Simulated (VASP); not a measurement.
# MoS2 (R3m) in VASP: settings compared, part 2 of 2

VASP 6.6.1. The steps go on from the part before.

**3. Relaxation of cell and atoms, PBEsol, target pressure 5 GPa, at which the enthalpy is minimised**

This run uses another cell than the first one, of 17.73 Å³/atom.

Input file INCAR:

```
SYSTEM = MoS2
  ALGO = Normal
  EDIFF = 1E-6
  EDIFFG = -0.01
  ENCUT = 600
  GGA = PS
  IBRION = 2
  ISIF = 3
  ISMEAR = -1
  LASPH = .True.
  LCHARG = .False.
  LREAL = .False.
  LWAVE = .False.
  NELM = 60
  NSW = 80
  PREC = Accurate
  PSTRESS = 50.0
  SIGMA = 0.05
```

Input file KPOINTS:

```
k-points
0
Gamma
  10 10 10
  0 0 0
```

Input file POSCAR:

```
MoS2
1.0
    1.5800000000      0.9122134253      6.1500000000
   -1.5800000000      0.9122134253      6.1500000000
    0.0000000000     -1.8244268506      6.1500000000
Mo S
1 2
Direct
    0.0000000000      0.0000000000      0.0000000000
    0.4170000000      0.4170000000      0.4170000000
    0.2500000000      0.2500000000      0.2500000000
```

Potentials or basis: VASP PAW PBE potentials, release 64 (Mo_sv, S).

The run is started by

```
$ cat potpaw_PBE.64/Mo_sv/POTCAR potpaw_PBE.64/S/POTCAR > POTCAR
$ mpirun -np 1 vasp_std > vasp.out
```

Run time: 59 min. Hardware: 1 thread of Intel Xeon Platinum 8488C (Sapphire Rapids), shared host; peak memory 0.48 GiB.

It converged, with:

```yaml
Free_energy: -23.3860 eV
Relaxed_volume: 16.07 Å³/atom
Relaxed_cell: a = 6.031 Å, b = 6.031 Å, c = 6.031 Å, α = 29.88°, β = 29.88°, γ = 29.88°
Space_group_after_relaxing_to_0.1_Å: R3m (No. 160)
Energy_change_on_relaxing_the_run_minimises_the_enthalpy: +19.7 meV/atom
Ionic_steps: 23
Pressure_after_relaxing: 5.0 GPa
Largest_force_after_relaxing: 0.009 eV/Å
Band_gap_on_the_k_mesh: 0.51 eV (least direct gap 1.97 eV)
```

Forces on the atoms (eV/Å):
```
Mo   0.000  0.000 -0.009
S    0.000  0.000  0.003
S    0.000  0.000  0.006
```

The path:
| step | energy change (eV) | largest force (eV/Å) | pressure (GPa) | volume (Å³) |
| --- | --- | --- | --- | --- |
| 1 | 0.0000 | 0.2591 | 0.32 | 53.18 |
| 2 | 0.1303 | 1.2481 | 12.84 | 49.29 |
| 3 | 0.0264 | 0.6537 | 5.74 | 51.31 |
| 4 | 0.0286 | 0.0897 | 4.42 | 50.65 |
| 5 | 0.0259 | 0.1523 | 4.57 | 50.73 |
| 6 | 0.0288 | 0.1430 | 4.77 | 50.21 |
| 7 | 0.0521 | 0.2898 | 5.84 | 48.64 |
| 8 | 0.0744 | 0.4100 | 6.56 | 47.86 |
| 9 | 0.0691 | 0.1598 | 4.46 | 47.95 |
| 10 | 0.0691 | 0.1428 | 5.17 | 47.92 |
| 11 | 0.0670 | 0.0367 | 5.30 | 47.97 |
| 12 | 0.0663 | 0.0180 | 5.38 | 47.99 |
| 13 | 0.0614 | 0.0499 | 4.91 | 48.14 |
| 14 | 0.0617 | 0.0481 | 4.92 | 48.13 |
| 15 | 0.0605 | 0.0229 | 4.93 | 48.17 |
| 16 | 0.0599 | 0.0247 | 4.92 | 48.18 |
| 17 | 0.0587 | 0.0465 | 4.91 | 48.22 |
| 18 | 0.0594 | 0.0271 | 4.91 | 48.20 |
| 19 | 0.0598 | 0.0129 | 5.09 | 48.19 |
| 20 | 0.0599 | 0.0150 | 5.08 | 48.18 |
| 21 | 0.0590 | 0.0124 | 5.02 | 48.21 |
| 22 | 0.0591 | 0.0106 | 5.02 | 48.21 |
| 23 | 0.0592 | 0.0092 | 5.03 | 48.21 |

Final structure:
```yaml
crystal:
  lattice:
    - [1.55471, 0.89761, 5.75717]
    - [-1.55471, 0.89761, 5.75717]
    - [0.00000, -1.79522, 5.75717]
  atoms:
    - { symbol: Mo, position: [0.00007, 0.00007, 0.00007] }
    - { symbol: S, position: [0.42375, 0.42375, 0.42375] }
    - { symbol: S, position: [0.24318, 0.24318, 0.24318] }
```

Levels at points of the mesh, in eV from the valence-band top:
```
           k point  band 10  band 11  band 12  band 13  band 14  band 15  band 16  band 17
(0.00, 0.00, 0.00)    -2.49    -2.49    -1.74    -0.91     1.79     1.79     2.36     2.36
(0.50, 0.00, 0.00)    -4.36    -2.59    -1.86    -1.67     1.56     1.84     3.04     3.44
(0.50, 0.50, 0.00)    -4.17    -3.51    -2.13    -1.61     1.47     2.05     2.80     3.95
(0.50, 0.50, 0.50)    -3.66    -2.42    -2.42     0.00     1.97     1.97     2.09     2.09
```

Caveat: the cell is relaxed towards a set pressure, so the run minimises the enthalpy, not the energy; the PAW data sets were made with another functional, which shifts forces and pressure a little. As with any semilocal functional, this PBEsol gap is likely too small.

**4. Single point, RPBE**

This run uses another cell than the first one, of 17.73 Å³/atom.

Input file INCAR:

```
PREC     = Accurate       # precision mode
ENCUT    = 520            # plane-wave cutoff, eV
EDIFF    = 1E-6           # SCF threshold, eV
ISMEAR   = 0              # smearing method
SIGMA    = 0.05           # smearing width, eV
LREAL    = F              # projectors in reciprocal space
LASPH    = T              # aspherical terms in the spheres
NELM     = 100            # most SCF steps
ALGO     = Normal         # electronic algorithm
ISIF     = 2              # what is computed and relaxed
LWAVE    = F              # write WAVECAR
LCHARG   = F              # write CHGCAR
GGA      = RP             # functional
NBANDS   = 20             # bands
```

Input file KPOINTS:

```
Automatic mesh
0
Gamma
  10 10 10
```

POSCAR is that of step 3.

The run is started by

```
$ cat potpaw_PBE.64/Mo_sv/POTCAR potpaw_PBE.64/S/POTCAR > POTCAR
$ mpirun -np 1 vasp_std > vasp.out
```

It took 4.2 min on 1 thread of AMD EPYC 7R13 (Zen 3), shared host; peak memory 0.35 GiB.

Results (log left out):

```yaml
Free_energy: -20.4748 eV
Pressure: 7.8 GPa
Largest_force: 0.567 eV/Å
Band_gap_on_the_k_mesh: 1.02 eV (least direct gap 1.96 eV)
```

Forces on the atoms (eV/Å):
```
Mo   0.000  0.000  0.088
S    0.000  0.000  0.480
S    0.000  0.000 -0.567
```

Stress tensor (GPa, compression positive):
```
7.01 0.00 0.00
0.00 7.01 0.00
0.00 0.00 9.43
```

Levels at points of the mesh, in eV from the valence-band top:
```csv
k point,band 9,band 10,band 11,band 12,band 13,band 14,band 15,band 16,band 17,band 18
"(0.00, 0.00, 0.00)",-3.46,-2.33,-2.33,-1.28,-1.13,2.04,2.04,2.45,2.45,5.59
"(0.50, 0.00, 0.00)",-5.06,-4.05,-2.37,-1.67,-1.47,1.60,2.05,3.52,3.53,5.37
"(0.50, 0.50, 0.00)",-4.78,-3.98,-2.92,-1.85,-1.31,1.56,2.17,3.08,3.92,6.07
"(0.50, 0.50, 0.50)",-3.47,-3.44,-2.30,-2.30,0.00,2.13,2.13,2.32,2.32,5.66
```

Caveat: the cell stands under pressure; the PAW data sets were made with another functional, which shifts forces and pressure a little. A k mesh can miss the band edges.

**5. The runs side by side**

| task | level | cell | cutoff (eV) | smearing | gap on the mesh (eV) | pressure (GPa) | largest force (eV/Å) |
| --- | --- | --- | --- | --- | --- | --- | --- |
| single point | PBEsol | a = 6.538 Å, angles 27.8°, 3 atoms, atomic positions A | 520 | fermi-dirac 0.05 eV | 1.04 | 0.0 | - |
| relaxation of cell and atoms | PBEsol | relaxed to 5 GPa from a = 6.415 Å, angles 28.5°, 3 atoms, atomic positions B | 600 | fermi-dirac 0.05 eV | 0.51 | 5.0 | 0.01 |
| single point | RPBE | a = 6.415 Å, angles 28.5°, 3 atoms, atomic positions B | 520 | gaussian 0.05 eV | 1.02 | 7.8 | 0.57 |

Alike in all rows: potentials or basis VASP PAW PBE potentials, release 64 (Mo_sv, S); no spin polarisation; k mesh 10 × 10 × 10.

Caveats: the PAW data sets were made with another functional, which shifts forces and pressure a little; the cell is relaxed towards a set pressure, so the run minimises the enthalpy, not the energy (at least some runs); the cell stands under pressure (at least some runs).

Total energies depend on the potentials used, so only differences within one code and one set of settings carry meaning.
